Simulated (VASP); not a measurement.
# Ge2Sb2O (I4/mmm) in VASP: a series of runs, part 2 of 2

VASP 6.6.1. Earlier steps stand in the parts before.

## 4. Relaxation of cell and atoms, PBE

INCAR reads:

```
SYSTEM = Ge2Sb2O
PREC = Accurate
ENCUT = 600
EDIFF = 1E-7
ISMEAR = 0
SIGMA = 0.1
LREAL = .FALSE.
LASPH = .TRUE.
NELM = 120
ALGO = Normal
ISIF = 3
LWAVE = .FALSE.
LCHARG = .FALSE.
GGA = PE
IBRION = 2
NSW = 90
EDIFFG = -0.04
GGA_COMPAT = .FALSE.
NELMIN = 4
```

KPOINTS reads:

```
regular mesh
0
G
  6 6 6
  0 0 0
```

POSCAR reads:

```
Ge2Sb2O
1.0
   -2.0888312600      2.0888312600      6.4623458300
    2.0888312600     -2.0888312600      6.4623458300
    2.0888312600      2.0888312600     -6.4623458300
Ge Sb O
2 2 1
Direct
    0.6547174500      0.6547174500      0.0000000000
    0.3452825500      0.3452825500      0.0000000000
    0.8592948300      0.8592948300      0.0000000000
    0.1407051700      0.1407051700      0.0000000000
    0.0000000000      0.0000000000      0.0000000000
```

Potentials or basis: VASP PAW PBE potentials, release 64 (Ge_d, Sb, O).

The run is started by

```sh
$ cat potpaw_PBE.64/Ge_d/POTCAR potpaw_PBE.64/Sb/POTCAR potpaw_PBE.64/O/POTCAR > POTCAR
$ mpirun -np 1 vasp_std > vasp.out
```

OUTCAR:

```text
SYSTEM = Ge2Sb2O
   PREC = Accurate
   ENCUT = 600
   EDIFF = 1E-7
   ISMEAR = 0
   LREAL = .FALSE.
   LASPH = .TRUE.
   NELM = 120
   ISIF = 3
   GGA = PE
   IBRION = 2
   NSW = 90
   EDIFFG = -0.04
   NELMIN = 4

 ion  position               nearest neighbor table
   1  0.655  0.655  0.000-   3 2.64   4 2.96   4 2.96   4 2.96   4 2.96
   2  0.345  0.345  0.000-   4 2.64   3 2.96   3 2.96   3 2.96   3 2.96
   3  0.859  0.859  0.000-   5 1.82   1 2.64   2 2.96   2 2.96   2 2.96   2 2.96   4 3.64
   4  0.141  0.141  0.000-   5 1.82   2 2.64   1 2.96   1 2.96   1 2.96   1 2.96   3 3.64
   5  0.000  0.000  0.000-   3 1.82   4 1.82

  LATTYP: Found a body centered tetragonal cell.
 ALAT       =     4.1776625200
 C/A-ratio  =     3.0937615468

  Lattice vectors:

 A1 = (  -2.0888312600,   2.0888312600,   6.4623458300)
 A2 = (   2.0888312600,  -2.0888312600,   6.4623458300)
 A3 = (   2.0888312600,   2.0888312600,  -6.4623458300)

Analysis of symmetry for initial positions (statically):
=====================================================================
 Subroutine PRICEL returns:
 Original cell was already a primitive cell.

 Routine SETGRP: Setting up the symmetry group for a
 body centered tetragonal supercell.

 Subroutine GETGRP returns: Found 16 space group operations
 (whereof 16 operations were pure point group operations)
 out of a pool of 16 trial point group operations.

The static configuration has the point symmetry D_4h.

Analysis of symmetry for dynamics (positions and initial velocities):
=====================================================================
 Subroutine PRICEL returns:
 Original cell was already a primitive cell.

 Routine SETGRP: Setting up the symmetry group for a
 body centered tetragonal supercell.

 Subroutine GETGRP returns: Found 16 space group operations
 (whereof 16 operations were pure point group operations)
 out of a pool of 16 trial point group operations.

The dynamic configuration has the point symmetry D_4h.

 Subroutine INISYM returns: Found 16 space group operations
 (whereof 16 operations are pure point group operations),
 and found     1 'primitive' translations
[... 140 lines left out ...]

--------------------------------------- Ionic step        1  -------------------------------------------

 number of electron      44.0000005 magnetization

 Free energy of the ion-electron system (eV)
  ---------------------------------------------------
  ext. energy  EPLUGINS =         0.00000000
  ---------------------------------------------------
  free energy    TOTEN  =       -20.94225689 eV

  energy without entropy =      -20.93153193  energy(sigma->0) =      -20.93689441

------------------------ aborting loop because EDIFF is reached ----------------------------------------

  FORCE on cell =-STRESS in cart. coord.  units (eV):
  Direction    XX          YY          ZZ          XY          YZ          ZX
  --------------------------------------------------------------------------------------
  -------------------------------------------------------------------------------------
  Total       -1.6150919     -1.6150919     25.4730365      0.0000000     -0.0000000      0.0000000
  in kB      -22.9430378    -22.9430378    361.8548499      0.0000000     -0.0000000      0.0000000
  external PRESSURE =     105.3229248 kB  Pullay stress =       0.0000000 kB
[... 98 lines left out ...]
  FREE ENERGIE OF THE ION-ELECTRON SYSTEM (eV)
  ---------------------------------------------------
  free  energy   TOTEN  =       -22.0435828510 eV

  energy  without entropy=      -22.0304557295  energy(sigma->0) =      -22.03701929

 E-fermi :   4.7798     XC(G=0):  -9.2180

 val. band max:        4.7399785757   @ k =   0.3333   0.1667   0.0000
 cond. band min:       4.7992293093   @ k =  -0.3333   0.1667  -0.0000
 fundamental gap:      0.0592507336
 Fermi energy:         4.7798087641

 k-point     1 :       0.0000    0.0000    0.0000
  band No.  band energies     occupation
      1     -19.9043      2.00000
      2     -19.8978      2.00000
      3     -19.8939      2.00000
      4     -19.8939      2.00000
      5     -19.8904      2.00000
      6     -19.8870      2.00000
[... 685 lines left out ...]
     25       7.2809      0.00000
     26       9.0370      0.00000

 [... further k-points ...]

[... ionic steps 4 to 25 ...]

--------------------------------------- Ionic step       26  -------------------------------------------

 number of electron      44.0000006 magnetization

------------------------ aborting loop because EDIFF is reached ----------------------------------------
[... 73 lines left out ...]
--------------------------------------- Ionic step       28  -------------------------------------------

 number of electron      44.0000010 magnetization

 Free energy of the ion-electron system (eV)
  ---------------------------------------------------
  ext. energy  EPLUGINS =         0.00000000
  ---------------------------------------------------
  free energy    TOTEN  =       -22.38541641 eV

  energy without entropy =      -22.36266179  energy(sigma->0) =      -22.37403910

 E-fermi :   5.0809     XC(G=0):  -9.3622

 val. band max:        5.0751517756   @ k =  -0.3333   0.3333   0.3333
 cond. band min:       5.0828861296   @ k =  -0.3333   0.5000   0.1667
 fundamental gap:      0.0077343541
 Fermi energy:         5.0809135369

 k-point     1 :       0.0000    0.0000    0.0000
  band No.  band energies     occupation
      1     -19.5894      2.00000
      2     -19.5797      2.00000
      3     -19.5787      2.00000
      4     -19.5784      2.00000
      5     -19.5784      2.00000
      6     -19.5726      2.00000
[... 719 lines left out ...]
  FREE ENERGIE OF THE ION-ELECTRON SYSTEM (eV)
  ---------------------------------------------------
  free  energy   TOTEN  =       -22.3854164065 eV

  energy  without entropy=      -22.3626617910  energy(sigma->0) =      -22.37403910

 reached required accuracy - stopping structural energy minimisation
```

OSZICAR:

```text
N       E                     dE             d eps       ncg     rms          rms(c)
[... 339 lines left out ...]
DAV:   2    -0.223864351117E+02    0.30630E-02   -0.12614E-02  1902   0.118E+00    0.186E-01
DAV:   3    -0.223856975816E+02    0.73753E-03   -0.21933E-03  2176   0.437E-01    0.987E-02
DAV:   4    -0.223854289345E+02    0.26865E-03   -0.48570E-04  1808   0.196E-01    0.299E-02
DAV:   5    -0.223854177724E+02    0.11162E-04   -0.10021E-04  1978   0.999E-02    0.181E-02
DAV:   6    -0.223854168534E+02    0.91897E-06   -0.34055E-05  1998   0.514E-02    0.811E-03
DAV:   7    -0.223854162594E+02    0.59406E-06   -0.97413E-06  1590   0.173E-02    0.142E-03
DAV:   8    -0.223854164277E+02   -0.16836E-06   -0.13953E-06  1496   0.666E-03    0.172E-03
DAV:   9    -0.223854164065E+02    0.21229E-07   -0.37853E-08   852   0.173E-03
  28 F= -.22385416E+02 E0= -.22374039E+02  d E =-.429795E-03
```

CONTCAR:

```text
Ge2Sb2O
   1.00000000000000
    -1.9715911365651626    1.9715911365651626    7.8464797981571515
     1.9715911365651626   -1.9715911365651626    7.8464797981571515
     1.9715911365651626    1.9715911365651626   -7.8464797981571515
  Ge              Sb              O
     2     2     1
Direct
     0.6786285766771396    0.6786285766771396    0.0000000000000000
     0.3213714233228606    0.3213714233228606    0.0000000000000000
     0.8719197577098409    0.8719197577098409    0.0000000000000000
     0.1280802422901589    0.1280802422901589    0.0000000000000000
     0.0000000000000000    0.0000000000000000    0.0000000000000000

  0.00000000E+00  0.00000000E+00  0.00000000E+00
  0.00000000E+00  0.00000000E+00  0.00000000E+00
  0.00000000E+00  0.00000000E+00  0.00000000E+00
  0.00000000E+00  0.00000000E+00  0.00000000E+00
  0.00000000E+00  0.00000000E+00  0.00000000E+00
```

It took 39 min on 1 thread of Intel Xeon 6975P-C (Granite Rapids), shared host; peak memory 0.66 GiB.

Results:

| Quantity | Value |
| --- | --- |
| Free energy | -22.3854 eV |
| Relaxed volume | 24.40 Å³/atom |
| Relaxed cell | a = 8.327 Å, b = 8.327 Å, c = 8.327 Å, α = 152.61°, β = 152.61°, γ = 39.13° |
| Space group after relaxing (to 0.1 Å) | I4/mmm (No. 139) |
| Energy gained by relaxing | 288.6 meV/atom |
| Ionic steps | 28 |
| Pressure after relaxing | 0.0 GPa |
| Largest force after relaxing | 0.035 eV/Å |
| Band gap on the k mesh | zero (bands 22 and 23 overlap by 1.90 eV) |

Forces in eV/Å, atoms in the order of the input:
```
Ge   0.000  0.000  0.007
Ge   0.000  0.000 -0.007
Sb   0.000  0.000  0.035
Sb   0.000  0.000 -0.035
O    0.000  0.000  0.000
```

Step by step:
| step | energy change (eV) | largest force (eV/Å) | pressure (GPa) | volume (Å³) |
| --- | --- | --- | --- | --- |
| 1 | 0.0000 | 4.2393 | 10.53 | 112.79 |
| 2 | 0.4717 | 1.6457 | -6.72 | 136.16 |
| 3 | -1.1013 | 1.0942 | -2.31 | 121.78 |
| 4 | -1.1187 | 0.9354 | -1.72 | 121.02 |
| 5 | -1.1242 | 0.7729 | -1.14 | 120.33 |
| 6 | -1.2078 | 0.5122 | -0.39 | 118.08 |
| 7 | -1.2265 | 0.3739 | 0.25 | 116.63 |
| 8 | -1.2272 | 0.3484 | 0.40 | 116.30 |
| 9 | -1.2447 | 0.2843 | 0.58 | 116.91 |
| 10 | -1.2489 | 0.2955 | 0.73 | 117.39 |
| 11 | -1.2588 | 0.3140 | 0.39 | 118.23 |
| 12 | -1.2799 | 0.3587 | -0.55 | 120.74 |
| 13 | -1.2915 | 0.3713 | -1.95 | 125.85 |
| 14 | -1.3003 | 0.3621 | -1.94 | 126.08 |
| 15 | -1.3237 | 0.3314 | -1.94 | 126.79 |
| 16 | -1.3533 | 0.2619 | -2.12 | 128.16 |
| 17 | -1.3518 | 0.2857 | -2.48 | 130.76 |
| 18 | -1.3640 | 0.1858 | -2.32 | 129.41 |
| 19 | -1.4057 | 0.2870 | -1.28 | 126.37 |
| 20 | -1.4282 | 0.4114 | 0.28 | 122.54 |
| 21 | -1.4379 | 0.1235 | -0.02 | 121.91 |
| 22 | -1.4381 | 0.1220 | 0.00 | 121.97 |
| 23 | -1.4392 | 0.1068 | 0.03 | 121.92 |
| 24 | -1.4416 | 0.0636 | 0.11 | 121.75 |
| 25 | -1.4424 | 0.0145 | 0.31 | 121.41 |
| 26 | -1.4427 | 0.0107 | 0.26 | 121.52 |
| 27 | -1.4429 | 0.0650 | -0.14 | 122.42 |
| 28 | -1.4432 | 0.0352 | -0.01 | 122.00 |

Final structure:
```
Ge Sb O
1.0
    -1.97159    1.97159    7.84648
     1.97159   -1.97159    7.84648
     1.97159    1.97159   -7.84648
Ge Sb O
2 2 1
Cartesian
  0.0000 0.0000 10.6497
  0.0000 0.0000 5.0433
  0.0000 0.0000 13.6830
  0.0000 0.0000 2.0100
  0.0000 0.0000 0.0000
```

Levels at points of the mesh, in eV from the Fermi level:
```csv
k point,band 19,band 20,band 21,band 22,band 23,band 24,band 25,band 26
"(0.00, 0.00, 0.00)",-2.21,-2.21,-1.82,-0.44,-0.44,2.40,3.36,4.53
"(0.50, 0.00, 0.00)",-1.79,-0.39,0.29,0.66,0.95,1.43,1.66,1.80
"(0.50, 0.50, 0.00)",-4.48,-3.94,-2.77,-2.15,-0.37,0.76,2.60,3.88
"(0.50, 0.50, 0.50)",-1.66,-1.48,-1.48,-1.12,-1.12,0.56,2.80,3.26
```

Caveat: a cell axis changed by over 15 % at a fixed basis, so the end point is rough; spin-orbit coupling is left out, which moves the levels of the heavy elements.

## 5. Overview

| task | cell | gap on the mesh (eV) | pressure (GPa) | largest force (eV/Å) |
| --- | --- | --- | --- | --- |
| single point | a = 7.106 Å, angles 145.8, 145.8, 49.1°, 5 atoms, atomic positions A | none | 10.5 | 4.24 |
| single point | a = 8.314 Å, angles 152.5, 152.5, 39.3°, 5 atoms, atomic positions B | none | 0.0 | 0.01 |
| relaxation of cell and atoms | relaxed from a = 7.106 Å, angles 145.8, 145.8, 49.1°, 5 atoms, atomic positions A | none | 0.0 | 0.04 |

Alike in all rows: level PBE; potentials or basis VASP PAW PBE potentials, release 64 (Ge_d, Sb, O); no spin polarisation; k mesh 6 × 6 × 6; cutoff (eV) 600; smearing gaussian 0.1 eV.

Caveats: spin-orbit coupling is left out, which moves the levels of the heavy elements; the cell stands under pressure (at least some runs); forces of over 1 eV/Å act on the atoms, so gaps and moduli don't describe the material at rest (at least some runs); a cell axis changed by over 15 % at a fixed basis, so the end point is rough (at least some runs).

Absolute energies hang on the potentials; compare differences alone.
